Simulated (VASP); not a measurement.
## Au: single point with LDA

The system is Au.

```
CELL_PARAMETERS angstrom
2.72900 0.00000 0.00000
-1.36450 2.36339 0.00000
0.00000 0.00000 5.51071
ATOMIC_POSITIONS crystal
Au 0.33333 0.66667 0.75000
Au 0.66667 0.33333 0.25000
```

This isn't the form of Au at room conditions, which is fcc.

This cell differs from its parent crystal: ratio of the length along z to the lengths across it x 1.2, volume and fractional coordinates fixed.

| Item | Value |
| --- | --- |
| Program | VASP 6.6.1 |
| Task | single point |
| Functional | LDA |
| Potentials or basis | VASP PAW LDA potentials, release 64 (Au) |
| Cutoff | 520 eV |
| k mesh | 21 × 21 × 12 |
| Occupations | gaussian, width 0.15 eV |
| Spin | no spin polarisation |

```yaml
Pressure: -2.2 GPa
Band_gap_on_the_k_mesh: zero (bands 11 and 12 overlap by 7.19 eV)
```

Stress tensor (GPa, compression positive):
```
  2.35   0.00   0.00
  0.00   2.35   0.00
  0.00   0.00 -11.18
```

Levels at points of the mesh, in eV from the Fermi level:
| k point | band 8 | band 9 | band 10 | band 11 | band 12 | band 13 | band 14 | band 15 |
| --- | --- | --- | --- | --- | --- | --- | --- | --- |
| (0.00, 0.00, 0.00) | -2.70 | -2.70 | -2.13 | -2.13 | -1.95 | 0.34 | 11.67 | 15.57 |
| (0.00, 0.00, 0.50) | -4.63 | -2.39 | -2.39 | -2.39 | -2.39 | 6.58 | 6.58 | 15.87 |

Run time: 4 min on 1 thread of Intel Xeon 8259CL, with other jobs on the host, peak memory 0.27 GiB.

Caveat: the stress differs along the axes, from -11 to 2 GPa; spin-orbit coupling is left out, which moves the levels of the heavy elements.
